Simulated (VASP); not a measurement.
# MgH2 (P6/mmm) in VASP: further runs

Runs on MgH2. Level: PBE. Tasks: single point, relaxation of cell and atoms.

Program: VASP 6.6.1. These are calculated values, not measurements. Logs are shortened: lines on timing, memory, paths and dates and some standing lists are left out, and cuts for length are marked.

### Step 1. The cell of the first run

The structure is hexagonal, space group P6/mmm (No. 191). The conventional cell has a = 4.955 Å, b = 4.955 Å, c = 3.540 Å, α = 90.00°, β = 90.00°, γ = 120.00°. Within 2.4 Å of Mg (site symmetry -6m2) lie 2 H at 1.77 Å. H (site symmetry -6m2) has 2 Mg at 1.77 Å within 2.4 Å. Within 2.4 Å of H (site symmetry 6/mmm) lie 2 H at 1.77 Å. H (site symmetry 6/mmm) has 2 H at 1.77 Å within 2.4 Å.

### Step 2. Single point, PBE

Contents of INCAR:

```
PREC     = Accurate       # precision mode
ENCUT    = 600            # plane-wave cutoff, eV
EDIFF    = 1E-6           # SCF threshold, eV
ISMEAR   = 0              # smearing method
SIGMA    = 0.15           # smearing width, eV
LREAL    = F              # projectors in reciprocal space
LASPH    = T              # aspherical terms in the spheres
NELM     = 120            # most SCF steps
ALGO     = Normal         # electronic algorithm
ISIF     = 2              # what is computed and relaxed
LWAVE    = F              # write WAVECAR
LCHARG   = F              # write CHGCAR
GGA      = PE             # functional
NBANDS   = 13             # bands
GGA_COMPAT= F
```

Contents of KPOINTS:

```
regular mesh
0
Gamma
  4 4 2
```

Contents of POSCAR:

```
MgH2
1.0
    4.9545593432      0.0000000000      0.0000000000
   -2.4772796716      4.2907742557      0.0000000000
    0.0000000000      0.0000000000      3.5401922242
Mg H
2 4
Direct
    0.3333333333      0.6666666667      0.5000000000
    0.6666666667      0.3333333333      0.5000000000
    0.3333333333      0.6666666667      0.0000000000
    0.6666666667      0.3333333333      0.0000000000
    0.0000000000      0.0000000000      0.5000000000
    0.0000000000      0.0000000000      0.0000000000
```

Potentials or basis: VASP PAW PBE potentials, release 64 (Mg, H).

Run with:

```sh
$ cat potpaw_PBE.64/Mg/POTCAR potpaw_PBE.64/H/POTCAR > POTCAR
$ mpirun -np 1 vasp_std > vasp.out
```

OUTCAR:

```text
PREC = Accurate
   ENCUT = 600
   EDIFF = 1E-6
   ISMEAR = 0
   LREAL = F
   LASPH = T
   NELM = 120
   ISIF = 2
   GGA = PE

 ion  position               nearest neighbor table
   1  0.333  0.667  0.500-   3 1.77   3 1.77   2 2.86   2 2.86   2 2.86
   2  0.667  0.333  0.500-   4 1.77   4 1.77   1 2.86   1 2.86   1 2.86
   3  0.333  0.667  0.000-   1 1.77   1 1.77
   4  0.667  0.333  0.000-   2 1.77   2 1.77
   5  0.000  0.000  0.500-
   6  0.000  0.000  0.000-

  LATTYP: Found a hexagonal cell.
 ALAT       =     4.9545593432
 C/A-ratio  =     0.7145322074

  Lattice vectors:

 A1 = (   4.9545593432,   0.0000000000,   0.0000000000)
 A2 = (  -2.4772796716,   4.2907742557,   0.0000000000)
 A3 = (   0.0000000000,   0.0000000000,   3.5401922242)

Analysis of symmetry for initial positions (statically):
=====================================================================
 Subroutine PRICEL returns:
 Original cell was already a primitive cell.

 Routine SETGRP: Setting up the symmetry group for a
 hexagonal supercell.

 Subroutine GETGRP returns: Found 24 space group operations
 (whereof 24 operations were pure point group operations)
 out of a pool of 24 trial point group operations.

The static configuration has the point symmetry D_6h.

Analysis of symmetry for dynamics (positions and initial velocities):
=====================================================================
 Subroutine PRICEL returns:
 Original cell was already a primitive cell.

 Routine SETGRP: Setting up the symmetry group for a
 hexagonal supercell.

 Subroutine GETGRP returns: Found 24 space group operations
 (whereof 24 operations were pure point group operations)
 out of a pool of 24 trial point group operations.

The dynamic configuration has the point symmetry D_6h.

 Subroutine INISYM returns: Found 24 space group operations
 (whereof 24 operations are pure point group operations),
 and found     1 'primitive' translations

----------------------------------------------------------------------------------------

                                     Primitive cell

  volume of cell :      75.2606

  direct lattice vectors                    reciprocal lattice vectors
     4.954559343  0.000000000  0.000000000     0.201834297  0.116529085  0.000000000
    -2.477279672  4.290774256  0.000000000     0.000000000  0.233058171  0.000000000
     0.000000000  0.000000000  3.540192224     0.000000000  0.000000000  0.282470537

  length of vectors
     4.954559343  4.954559343  3.540192224     0.233058171  0.233058171  0.282470537

  position of ions in fractional coordinates (direct lattice)
     0.333333333  0.666666667  0.500000000
     0.666666667  0.333333333  0.500000000
     0.333333333  0.666666667  0.000000000
     0.666666667  0.333333333  0.000000000
     0.000000000  0.000000000  0.500000000
     0.000000000  0.000000000  0.000000000

  ion indices of the primitive-cell ions
   primitive index   ion index
                 1           1
                 2           2
                 3           3
                 4           4
                 5           5
                 6           6

----------------------------------------------------------------------------------------

 KPOINTS: regular mesh

Automatic generation of k-mesh.
 Grid dimensions read from file:
 generate k-points for:    4    4    2

 Generating k-lattice:

  Cartesian coordinates                     Fractional coordinates (reciprocal lattice)
     0.050458574  0.029132271  0.000000000     0.250000000 -0.000000000  0.000000000
     0.000000000  0.058264543  0.000000000     0.000000000  0.250000000  0.000000000
     0.000000000  0.000000000  0.141235269     0.000000000  0.000000000  0.500000000

  Length of vectors
     0.058264543  0.058264543  0.141235269

  Shift w.r.t. Gamma in fractional coordinates (k-lattice)
     0.000000000  0.000000000  0.000000000

 Subroutine IBZKPT returns following result:
 ===========================================

 Found      8 irreducible k-points:

 Following reciprocal coordinates:
            Coordinates               Weight
  0.000000  0.000000  0.000000      1.000000
  0.250000 -0.000000  0.000000      6.000000
  0.500000 -0.000000  0.000000      3.000000
  0.250000  0.250000  0.000000      6.000000
  0.000000  0.000000  0.500000      1.000000
  0.250000 -0.000000  0.500000      6.000000
  0.500000 -0.000000  0.500000      3.000000
  0.250000  0.250000  0.500000      6.000000
   k-points           NKPTS =      8   k-points in BZ     NKDIM =      8   number of bands    NBANDS=     13
   number of dos      NEDOS =    301   number of ions     NIONS =      6
   total plane-waves  NPLWV =  44800
   dimension x,y,z NGX =    40 NGY =   40 NGZ =   28
   dimension x,y,z NGXF=    80 NGYF=   80 NGZF=   56
   ions per type =               2   4
   NGX,Y,Z   is equivalent  to a cutoff of  13.42, 13.42, 13.15 a.u.
   NGXF,Y,Z  is equivalent  to a cutoff of  26.84, 26.84, 26.30 a.u.
 SYSTEM =  unknown system
   PREC   = accura    normal or accurate (medium, high low for compatibility)
   ISTART =      0    job   : 0-new  1-cont  2-samecut
   ICHARG =      2    charge: 1-file 2-atom 10-const
   ISPIN  =      1    spin polarized calculation?
   LNONCOLLINEAR =      F non collinear calculations
   LSORBIT =      F    spin-orbit coupling
   LASPH  =      T    aspherical Exc in radial PAW
   ENCUT  =  600.0 eV  44.10 Ry    6.64 a.u.   9.90  9.90  7.07*2*pi/ulx,y,z
   NELM   =    120;   NELMIN=  2; NELMDL= -5     # of ELM steps
   EDIFF  = 0.1E-05   stopping-criterion for ELM
   LREAL  =      F    real-space projection
   EDIFFG = 0.1E-04   stopping-criterion for IOM
   NSW    =      0    number of steps for IOM
   IBRION =     -1    ionic relax: 0-MD 1-quasi-New 2-CG
   NFREE  =      0    steps in history (QN), initial steepest desc. (CG)
   ISIF   =      2    stress and relaxation
   ISYM   =      2    0-nonsym 1-usesym 2-fastsym
   POTIM  = 0.5000    time-step for ionic-motion
   TEBEG  =    0.0;   TEEND  =   0.0 temperature during run
   PSTRESS=    0.0 pullay stress
   NELECT =       8.0000    total number of electrons
   NUPDOWN=      -1.0000    fix difference up-down
   EMIN   =  10.00;   EMAX   =-10.00  energy-range for DOS
   EFERMI =   0.00;   METHOD = LEGACY
   ISMEAR =     0;   SIGMA  =   0.15  broadening in eV -4-tet -1-fermi 0-gaus
   EFERMI_NEDOS =   21; number of points for ismear=-14 and -15
   IALGO  =     38    algorithm
   IMIX   =      4    mixing-type and parameters
     AMIX     =   0.40;   BMIX     =  1.00
     AMIX_MAG =   1.60;   BMIX_MAG =  1.00
  volume/ion in A,a.u.               =      12.54        84.65
  Fermi-wavevector in a.u.,A,eV,Ry     =   0.775501  1.465484  8.182566  0.601402
  Thomas-Fermi vector in A             =   1.877781
   LORBIT       =      0    0 simple, 1 ext, 2 COOP (PROOUT), +10 PAW based schemes
   GGA     = PE    functional components
   LHFCALC =     F    Hartree Fock is set to
   AEXX    =    0.0000 exact exchange contribution
   IVDW    =     0    specifies the selected vdW correction
   LEPSILON=     F    determine dielectric tensor
   LRPA    =     F    only Hartree local field effects (RPA)
 non-spin polarized calculation
 Gauss-broadening in eV      SIGMA  =   0.15
  energy-cutoff  :      600.00
  volume of cell :       75.26
 maximum number of plane-waves:      2534
 NGX is ok and might be reduce to    40

 number of electron       8.0000001 magnetization

 Free energy of the ion-electron system (eV)
  ---------------------------------------------------
  ext. energy  EPLUGINS =         0.00000000
  ---------------------------------------------------
  free energy    TOTEN  =       -12.93984420 eV

  energy without entropy =      -12.90880669  energy(sigma->0) =      -12.92432545

 E-fermi :   0.7367     XC(G=0):  -7.9551

 val. band max:        0.6889870597   @ k =   0.2500  -0.0000   0.5000
 cond. band min:       0.7401809376   @ k =   0.2500   0.2500   0.5000
 fundamental gap:      0.0511938779
 Fermi energy:         0.7366910185

 k-point     1 :       0.0000    0.0000    0.0000
  band No.  band energies     occupation
      1      -6.8842      2.00000
      2      -2.5610      2.00000
      3      -2.3219      2.00000
      4       2.2363      0.00000
      5       2.2363      0.00000
      6       3.2499      0.00000
      7       3.6869      0.00000
      8       3.6869      0.00000
      9       6.0078      0.00000
     10       6.0889      0.00000
     11      11.7987      0.00000
     12      12.4667      0.00000
     13      12.9468      0.00000

 k-point     2 :       0.2500   -0.0000    0.0000
  band No.  band energies     occupation
      1      -6.4407      2.00000
      2      -3.4119      2.00000
      3      -2.7892      2.00000
      4       1.3983      0.00000
      5       2.3155      0.00000
      6       3.4321      0.00000
      7       5.3747      0.00000
      8       5.4678      0.00000
      9       6.2375      0.00000
     10       6.5130      0.00000
     11       9.9383      0.00000
     12      11.3692      0.00000
     13      12.3036      0.00000

 k-point     3 :       0.5000   -0.0000    0.0000
  band No.  band energies     occupation
      1      -5.3223      2.00000
      2      -4.9949      2.00000
      3      -3.0805      2.00000
      4       0.9686      0.02881
      5       3.0843      0.00000
      6       3.7094      0.00000
      7       4.8184      0.00000
      8       7.4617      0.00000
      9       8.2448      0.00000
     10       8.2582      0.00000
     11       8.4622      0.00000
     12       9.0059      0.00000
     13      10.8802      0.00000

 k-point     4 :       0.2500    0.2500    0.0000
  band No.  band energies     occupation
      1      -5.5941      2.00000
      2      -4.2000      2.00000
      3      -3.8111      2.00000
      4       2.1547      0.00000
      5       2.2980      0.00000
      6       3.4983      0.00000
      7       4.7735      0.00000
      8       7.2909      0.00000
      9       7.3152      0.00000
     10       8.3658      0.00000
     11       8.7478      0.00000
     12       9.9363      0.00000
     13      10.2910      0.00000

 k-point     5 :       0.0000    0.0000    0.5000
  band No.  band energies     occupation
      1      -4.7262      2.00000
      2      -3.5191      2.00000
      3      -1.7874      2.00000
      4       0.4690      1.98838
      5       1.8335      0.00000
      6       4.0805      0.00000
      7       4.0805      0.00000
      8       5.6367      0.00000
      9       5.6367      0.00000
     10       6.2117      0.00000
     11       6.2117      0.00000
     12       6.7797      0.00000
     13       7.8113      0.00000

 k-point     6 :       0.2500   -0.0000    0.5000
  band No.  band energies     occupation
      1      -4.3830      2.00000
      2      -3.0853      2.00000
      3      -2.2461      2.00000
      4       0.0213      2.00000
      5       0.6890      1.34711
      6       2.6747      0.00000
      7       3.3171      0.00000
      8       5.3403      0.00000
      9       6.3695      0.00000
     10       7.2237      0.00000
     11       7.3121      0.00000
     12       9.2508      0.00000
     13       9.6616      0.00000

 k-point     7 :       0.5000   -0.0000    0.5000
  band No.  band energies     occupation
      1      -3.7206      2.00000
      2      -3.0174      2.00000
      3      -2.2885      2.00000
      4      -0.7352      2.00000
      5      -0.4059      2.00000
      6       2.1479      0.00000
      7       2.9110      0.00000
      8       4.8859      0.00000
      9       8.1195      0.00000
     10       8.7667      0.00000
     11       8.8166      0.00000
     12      10.0361      0.00000
     13      10.9809      0.00000

 k-point     8 :       0.2500    0.2500    0.5000
  band No.  band energies     occupation
      1      -3.7892      2.00000
      2      -2.8701      2.00000
      3      -2.3686      2.00000
      4      -0.5854      2.00000
      5      -0.1611      2.00000
      6       0.7402      0.97375
      7       4.4674      0.00000
      8       6.0644      0.00000
      9       6.4485      0.00000
     10       7.4344      0.00000
     11       8.9826      0.00000
     12       9.9115      0.00000
     13      11.2545      0.00000

------------------------ aborting loop because EDIFF is reached ----------------------------------------

  FORCE on cell =-STRESS in cart. coord.  units (eV):
  Direction    XX          YY          ZZ          XY          YZ          ZX
  --------------------------------------------------------------------------------------
  -------------------------------------------------------------------------------------
  Total        0.3032048      0.3032048     -0.0434616      0.0000000     -0.0000000     -0.0000000
  in kB        6.4547458      6.4547458     -0.9252271      0.0000000     -0.0000000     -0.0000000
  external PRESSURE =       3.9947549 kB  Pullay stress =       0.0000000 kB

 VOLUME and BASIS-vectors are now :
 -----------------------------------------------------------------------------
  energy-cutoff  :      600.00
  volume of cell :       75.26
      direct lattice vectors                 reciprocal lattice vectors
     4.954559343  0.000000000  0.000000000     0.201834297  0.116529085  0.000000000
    -2.477279672  4.290774256  0.000000000     0.000000000  0.233058171  0.000000000
     0.000000000  0.000000000  3.540192224     0.000000000  0.000000000  0.282470537

 POSITION                                       TOTAL-FORCE (eV/Angst)
 -----------------------------------------------------------------------------------
     -0.00000      2.86052      1.77010        -0.000000      0.000000     -0.000000
      2.47728      1.43026      1.77010         0.000000     -0.000000     -0.000000
     -0.00000      2.86052      0.00000         0.000000      0.000000     -0.000000
      2.47728      1.43026      0.00000        -0.000000     -0.000000      0.000000
      0.00000      0.00000      1.77010         0.000000      0.000000     -0.000000
      0.00000      0.00000      0.00000         0.000000      0.000000     -0.000000
 -----------------------------------------------------------------------------------
    total drift:                                0.000000     -0.000000     -0.000000

  FREE ENERGIE OF THE ION-ELECTRON SYSTEM (eV)
  ---------------------------------------------------
  free  energy   TOTEN  =       -12.9398442041 eV

  energy  without entropy=      -12.9088066886  energy(sigma->0) =      -12.92432545
```

Wall time 15 s (1 thread of Intel Xeon Platinum 8488C (Sapphire Rapids), shared host); peak memory 0.19 GiB.

What came out:

| Property | Result |
| --- | --- |
| Free energy | -12.9398 eV |
| Pressure | 0.4 GPa |
| Band gap on the k mesh | zero (band 4 reaches 2.24 eV, above the bottom of band 5 at -0.41 eV) |

Stress tensor (GPa, compression positive):
```
 0.65  0.00  0.00
 0.00  0.65  0.00
 0.00  0.00 -0.09
```

Caveat: the k points lie up to 0.89 Å⁻¹ apart.

### Step 3. Relaxation of cell and atoms, PBE

This run uses another cell than the first one: it holds 3 atoms, not 6.

Contents of INCAR:

```
SYSTEM = MgH2
PREC = Accurate ; ENCUT = 600
EDIFF = 1E-7 ; ISMEAR = 0
SIGMA = 0.15 ; LREAL = .False.
LASPH = .True. ; NELM = 120
ALGO = Normal ; ISIF = 3
LWAVE = .False. ; LCHARG = .False.
GGA = PE ; IBRION = 2
NSW = 36 ; EDIFFG = -0.08
GGA_COMPAT = .False. ; NELMIN = 4
```

Contents of KPOINTS:

```
Automatic mesh
0
Gamma
  5 5 3
  0 0 0
```

Contents of POSCAR:

```
MgH2
1.0
    2.9053677300      0.0000000000      0.0000000000
   -1.4526838600      2.5161222600      0.0000000000
    0.0000000000      0.0000000000      4.2584140500
Mg H
1 2
Direct
    0.0000000000      0.0000000000      0.0000000000
    0.0000000000      0.0000000000      0.6581086900
    0.0000000000      0.0000000000      0.3418913100
```

Potentials or basis: VASP PAW PBE potentials, release 64 (Mg, H).

Run with:

```sh
$ cat potpaw_PBE.64/Mg/POTCAR potpaw_PBE.64/H/POTCAR > POTCAR
$ mpirun -np 1 vasp_std > vasp.out
```

It took 41 s on 1 thread of Intel Xeon Platinum 8488C (Sapphire Rapids), shared host; peak memory 0.15 GiB.

Results (log left out):

```yaml
Free_energy: -7.6032 eV
Relaxed_volume: 16.14 Å³/atom
Relaxed_cell: a = 3.067 Å, b = 3.067 Å, c = 5.945 Å, α = 90.00°, β = 90.00°, γ = 120.00°
Space_group_after_relaxing_to_0.05_Å: P6/mmm (No. 191)
Energy_gained_by_relaxing: 1051.4 meV/atom
Ionic_steps: 10
Pressure_after_relaxing: -0.6 GPa
Largest_force_after_relaxing: 0.054 eV/Å
Band_gap_on_the_k_mesh: zero (band 2 reaches 0.47 eV, above the bottom of band 3 at -0.81 eV)
```

Forces in eV/Å, atoms in the order of the input:
```
Mg   0.000  0.000  0.000
H    0.000  0.000 -0.054
H    0.000  0.000  0.054
```

Stress tensor (GPa, compression positive):
```
-0.63  0.00  0.00
 0.00 -0.63  0.00
 0.00  0.00 -0.45
```

Step by step:
```csv
step,energy change (eV),largest force (eV/Å),pressure (GPa),volume (Å³)
1,0.0000,4.6371,29.54,31.13
2,-2.3807,2.8893,-0.95,40.22
3,-2.6193,3.0361,-2.62,42.51
4,-3.0333,2.0485,-2.56,47.24
5,-1.4920,18.8666,8.10,57.37
6,-3.1393,0.8123,-1.33,47.96
7,-3.1478,0.4911,-1.11,48.42
8,-2.8425,5.4867,2.58,52.81
9,-3.1516,0.0709,-0.66,48.80
10,-3.1541,0.0537,-0.57,48.42
```

Final structure:
```
CELL_PARAMETERS angstrom
3.06674 0.00000 0.00000
-1.53337 2.65588 0.00000
0.00000 0.00000 5.94484
ATOMIC_POSITIONS crystal
Mg 0.00000 0.00000 0.00000
H 0.00000 0.00000 0.56497
H 0.00000 0.00000 0.43503
```

Levels at points of the mesh, in eV from the Fermi level:
```tsv
k point	band 1	band 2	band 3	band 4	band 5	band 6
(0.00, 0.00, 0.00)	-8.55	-4.62	-1.27	7.44	8.94	12.22
```

Caveat: the k points lie up to 0.47 Å⁻¹ apart in the final cell; the volume moved by over 15 % at a fixed basis, so the end points are rough; the relaxation stopped at a loose force limit of 0.08 eV/Å, so its end isn't a converged minimum.
